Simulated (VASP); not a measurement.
# CuO (C2/c) in VASP: a series of runs, part 2 of 2

VASP 6.6.1. Earlier steps stand in the parts before.

## (3) Single point, PBE, collinear spin (10.58 Å³/atom)

This run uses another cell than the first one, of 10.58 Å³/atom.

INCAR reads:

```
SYSTEM = CuO
ALGO     = Normal         ! electronic algorithm
EDIFF    = 1E-6           ! SCF threshold, eV
ENCUT    = 520            ! plane-wave cutoff, eV
GGA      = PE             ! functional
ISIF     = 2              ! what is computed and relaxed
ISMEAR   = 0              ! smearing method
ISPIN    = 2              ! spin polarisation
LASPH    = .TRUE.         ! aspherical terms in the spheres
LCHARG   = .FALSE.        ! write CHGCAR
LMAXMIX  = 4              ! l up to which the mixer works
LORBIT   = 11             ! projections on sites
LREAL    = .FALSE.        ! projectors in reciprocal space
LWAVE    = .FALSE.        ! write WAVECAR
MAGMOM   = 0.05 0.05 0 0  ! initial moments
NBANDS   = 29             ! bands
NELM     = 150            ! most SCF steps
PREC     = Accurate       ! precision mode
SIGMA    = 0.05           ! smearing width, eV
```

KPOINTS reads:

```
k-points
0
G
  12 12 8
  0 0 0
```

POSCAR reads:

```
CuO
1.0
    2.0248675123     -2.0283522033      0.1582770486
    2.0248675123      2.0283522033      0.1582770486
   -0.4027456974      0.0000000000      5.1210649032
Cu O
2 2
Direct
    0.0000000000      0.5000000000      0.0000000000
    0.5000000000      0.0000000000      0.5000000000
    0.5001438096      0.4998561904      0.2500000000
    0.4998561904      0.5001438096      0.7500000000
```

Potentials or basis: VASP PAW PBE potentials, release 64 (Cu, O).

The run is started by

```bash
$ cat potpaw_PBE.64/Cu/POTCAR potpaw_PBE.64/O/POTCAR > POTCAR
$ mpirun -np 1 vasp_std > vasp.out
```

OUTCAR:

```text
SYSTEM = CuO
   EDIFF = 1E-6
   ENCUT = 520
   GGA = PE
   ISIF = 2
   ISMEAR = 0
   ISPIN = 2
   LASPH = .TRUE.
   LORBIT = 11
   LREAL = .FALSE.
   NELM = 150
   PREC = Accurate

 ion  position               nearest neighbor table
   1  0.000  0.500  0.000-   3 1.93   4 1.93   4 1.93   3 1.93
   2  0.500  0.000  0.500-   4 1.93   3 1.93   4 1.93   3 1.93
   3  0.500  0.500  0.250-   2 1.93   1 1.93   2 1.93   1 1.93
   4  0.500  0.500  0.750-   1 1.93   2 1.93   2 1.93   1 1.93

  LATTYP: Found a base centered monoclinic cell.
 ALAT       =     4.0620881657
[... 1771 lines left out ...]
      direct lattice vectors                 reciprocal lattice vectors
     2.024867512 -2.028352203  0.158277049     0.245421033 -0.246505513  0.019301115
     2.024867512  2.028352203  0.158277049     0.245421033  0.246505513  0.019301115
    -0.402745697  0.000000000  5.121064903    -0.015170484  0.000000000  0.194078804

 POSITION                                       TOTAL-FORCE (eV/Angst)
 -----------------------------------------------------------------------------------
      1.01243      1.01418      0.07914         0.000000      0.000000     -0.000000
      0.81106     -1.01418      2.63967         0.000000      0.000000     -0.000000
      1.92418     -0.00058      1.43854         0.000000     -0.000070     -0.000000
      1.72281      0.00058      3.99908        -0.000000      0.000070      0.000000
 -----------------------------------------------------------------------------------
    total drift:                                0.000000      0.000000     -0.000000

  FREE ENERGIE OF THE ION-ELECTRON SYSTEM (eV)
  ---------------------------------------------------
  free  energy   TOTEN  =       -19.6548524108 eV

  energy  without entropy=      -19.6513644521  energy(sigma->0) =      -19.65310843

 total charge

# of ion       s       p       d       tot
------------------------------------------
    1        0.406   0.420   9.133   9.959
    2        0.406   0.420   9.133   9.959
    3        1.578   3.401   0.000   4.979
    4        1.578   3.401   0.000   4.979
--------------------------------------------------
tot          3.968   7.643  18.266  29.876

 magnetization (x)

# of ion       s       p       d       tot
------------------------------------------
    1       -0.000   0.000   0.002   0.002
    2       -0.000   0.000   0.002   0.002
    3        0.000   0.001   0.000   0.001
    4        0.000   0.001   0.000   0.001
--------------------------------------------------
tot          0.000   0.002   0.005   0.007
```

It took 14 min on 1 thread of Oxide Virtual Turin-like, shared host; peak memory 0.56 GiB.

Results:

```
Free energy                                           : -19.6549 eV
Pressure                                              : 9.4 GPa
Band gap on the k mesh                                : zero (filled and empty bands overlap)
Net moment                                            : 0.01 μB per cell
Valence electrons inside the program's atomic spheres : Cu 9.96; O 4.98
```

Levels at points of the mesh, in eV from the Fermi level:
Spin up:
```
           k point  band 15  band 16  band 17  band 18  band 19  band 20
(0.00, 0.00, 0.00)    -2.43    -2.10     0.67     0.67     1.53     6.20
(0.50, 0.00, 0.00)    -1.67    -1.59     0.21     0.44     3.51     6.07
(0.50, 0.50, 0.00)    -1.65    -1.25    -1.25     1.18     2.06     7.14
(0.00, 0.00, 0.50)    -1.63    -1.63     0.07     0.07     3.61     3.61
(0.50, 0.00, 0.50)    -2.13    -1.92    -0.14     0.68     4.23     6.02
(0.50, 0.50, 0.50)    -1.48    -1.48    -0.49    -0.49     3.94     3.94
```
Spin down:
| k point | band 14 | band 15 | band 16 | band 17 | band 18 | band 19 | band 20 | band 21 |
| --- | --- | --- | --- | --- | --- | --- | --- | --- |
| (0.00, 0.00, 0.00) | -2.51 | -2.43 | -2.10 | 0.67 | 0.67 | 1.53 | 6.20 | 7.43 |
| (0.50, 0.00, 0.00) | -2.02 | -1.67 | -1.58 | 0.22 | 0.45 | 3.51 | 6.07 | 6.71 |
| (0.50, 0.50, 0.00) | -2.46 | -1.64 | -1.24 | -1.24 | 1.19 | 2.05 | 7.14 | 10.09 |
| (0.00, 0.00, 0.50) | -2.46 | -1.62 | -1.62 | 0.08 | 0.08 | 3.61 | 3.61 | 11.71 |
| (0.50, 0.00, 0.50) | -2.50 | -2.12 | -1.91 | -0.13 | 0.68 | 4.23 | 6.02 | 8.42 |
| (0.50, 0.50, 0.50) | -2.07 | -1.48 | -1.48 | -0.48 | -0.48 | 3.94 | 3.94 | 10.98 |

Caveat: the cell stands under pressure; semilocal functionals often make such compounds metallic where correlation or magnetic order opens a gap, which also shifts bond lengths.

## (4) Single point, PBE, collinear spin (10.75 Å³/atom)

This run uses another cell than the first one, of 10.75 Å³/atom.

INCAR reads:

```
SYSTEM = CuO
PREC     = Accurate       ! precision mode
ENCUT    = 520            ! plane-wave cutoff, eV
EDIFF    = 1E-7           ! SCF threshold, eV
ISMEAR   = 0              ! smearing method
SIGMA    = 0.05           ! smearing width, eV
LREAL    = .FALSE.        ! projectors in reciprocal space
LASPH    = .TRUE.         ! aspherical terms in the spheres
NELM     = 150            ! most SCF steps
ALGO     = Fast           ! electronic algorithm
ISIF     = 2              ! what is computed and relaxed
LWAVE    = .FALSE.        ! write WAVECAR
LCHARG   = .FALSE.        ! write CHGCAR
ISPIN    = 2              ! spin polarisation
MAGMOM   = 0.05 0.05 0 0  ! initial moments
LORBIT   = 11             ! projections on sites
LMAXMIX  = 4              ! l up to which the mixer works
GGA      = PE             ! functional
NBANDS   = 29             ! bands
```

KPOINTS reads:

```
Automatic mesh
0
G
  12 12 8
  0 0 0
```

POSCAR reads:

```
CuO
1.0
    2.0405451248     -2.0437492124      0.1594782469
    2.0405451248      2.0437492124      0.1594782469
   -0.4030154773      0.0000000000      5.1234884517
Cu O
2 2
Direct
    0.0000000000      0.5000000000      0.0000000000
    0.5000000000      0.0000000000      0.5000000000
    0.5001451311      0.4998548689      0.2500000000
    0.4998548689      0.5001451311      0.7500000000
```

The run is started by

```bash
$ cat potpaw_PBE.64/Cu/POTCAR potpaw_PBE.64/O/POTCAR > POTCAR
$ mpirun -np 1 vasp_std > vasp.out
```

It took 17 min on 1 thread of Oxide Virtual Turin-like, shared host; peak memory 0.57 GiB.

The run converged. Its results:

| Item | Value |
| --- | --- |
| Free energy | -19.6889 eV |
| Pressure | 6.9 GPa |
| Band gap on the k mesh | zero (filled and empty bands overlap) |
| Net moment | 0.02 μB per cell |
| Valence electrons inside the program's atomic spheres | Cu 9.94; O 4.97 |

Stress tensor (GPa, compression positive):
```
 6.69  0.00 -0.04
 0.00  6.69  0.00
-0.04  0.00  7.22
```

Levels at points of the mesh, in eV from the Fermi level:
Spin up:
```csv
k point,band 15,band 16,band 17,band 18,band 19,band 20
"(0.00, 0.00, 0.00)",-2.39,-2.04,0.66,0.67,1.48,6.16
"(0.50, 0.00, 0.00)",-1.64,-1.56,0.21,0.45,3.58,5.99
"(0.50, 0.50, 0.00)",-1.65,-1.24,-1.24,1.16,2.08,7.16
"(0.00, 0.00, 0.50)",-1.61,-1.61,0.08,0.08,3.56,3.56
"(0.50, 0.00, 0.50)",-2.10,-1.89,-0.15,0.67,4.26,5.97
"(0.50, 0.50, 0.50)",-1.47,-1.47,-0.50,-0.50,3.96,3.96
```
Spin down:
```
           k point  band 15  band 16  band 17  band 18  band 19  band 20
(0.00, 0.00, 0.00)    -2.38    -2.04     0.67     0.68     1.49     6.16
(0.50, 0.00, 0.00)    -1.64    -1.56     0.22     0.46     3.58     6.00
(0.50, 0.50, 0.00)    -1.63    -1.23    -1.23     1.17     2.08     7.16
(0.00, 0.00, 0.50)    -1.60    -1.60     0.09     0.09     3.57     3.57
(0.50, 0.00, 0.50)    -2.09    -1.88    -0.14     0.68     4.26     5.97
(0.50, 0.50, 0.50)    -1.46    -1.46    -0.49    -0.49     3.96     3.96
```

Caveat: the cell stands under pressure; semilocal functionals often make such compounds metallic where correlation or magnetic order opens a gap, which also shifts bond lengths.

## (5) Overview

| cell | k mesh | gap on the mesh (eV) | pressure (GPa) | moment (μB) |
| --- | --- | --- | --- | --- |
| a = 2.948, b = 2.948, c = 5.152 Å, angles 90.0, 90.0, 89.9°, 4 atoms | 12 × 12 × 8, shifted | none | 0.7 | 0.00 |
| a = 2.870, b = 2.870, c = 5.137 Å, angles 90.0, 90.0, 89.9°, 4 atoms | 12 × 12 × 8 | none | 9.4 | 0.01 |
| a = 2.892, b = 2.892, c = 5.139 Å, angles 90.0, 90.0, 89.9°, 4 atoms | 12 × 12 × 8 | none | 6.9 | 0.02 |

Alike in all rows: task single point; level PBE; potentials or basis VASP PAW PBE potentials, release 64 (Cu, O); spin collinear; cutoff (eV) 520; smearing gaussian 0.05 eV.

Caveats: semilocal functionals often make such compounds metallic where correlation or magnetic order opens a gap, which also shifts bond lengths; the cell stands under pressure (at least some runs).

Absolute energies hang on the potentials; compare differences alone.
